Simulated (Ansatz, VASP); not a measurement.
## AlNi in VASP and in Ansatz

```
CELL_PARAMETERS angstrom
2.07345 -2.07345 0.00000
2.07345 2.07345 0.00000
0.00000 0.00000 2.90114
ATOMIC_POSITIONS crystal
Al 0.00000 0.00000 0.00000
Ni 0.50000 0.50000 0.50000
```

Change from the starting cell: strain +0.0150 x Voigt [1, 1, 0, 0, 0, 0], atoms carried along.

Alike in both runs: task single point; functional PBE; k mesh 20 × 20 × 20; occupations gaussian, width 0.15 eV; no spin polarisation.

|  | VASP | Ansatz |
| --- | --- | --- |
| version | VASP 6.6.1 | Ansatz 0.2.0 |
| potentials or method | VASP PAW PBE potentials, release 64 (Al, Ni), cutoff 520 eV | scalar-relativistic, plane waves, PAW |
| valence electrons in the cell | 13 | 21 |

VASP gave:

| Quantity | Value |
| --- | --- |
| gap on the k mesh at the Fermi level (eV) | none |
| pressure (GPa) | -4.6 |
| traceless stress, the component that is largest in VASP (GPa) | 0.48 |

Question: What did Ansatz give for the same quantities?

Answer: gap on the k mesh at the Fermi level (eV): none; pressure (GPa): -4.4; traceless stress, the component that is largest in VASP (GPa): 0.47.

A gap of «none» marks a metal or a gap that the smearing closes. VASP's potentials hold 13 valence electrons a cell and Ansatz's 21, so a difference there can come from the potentials and not from the codes.
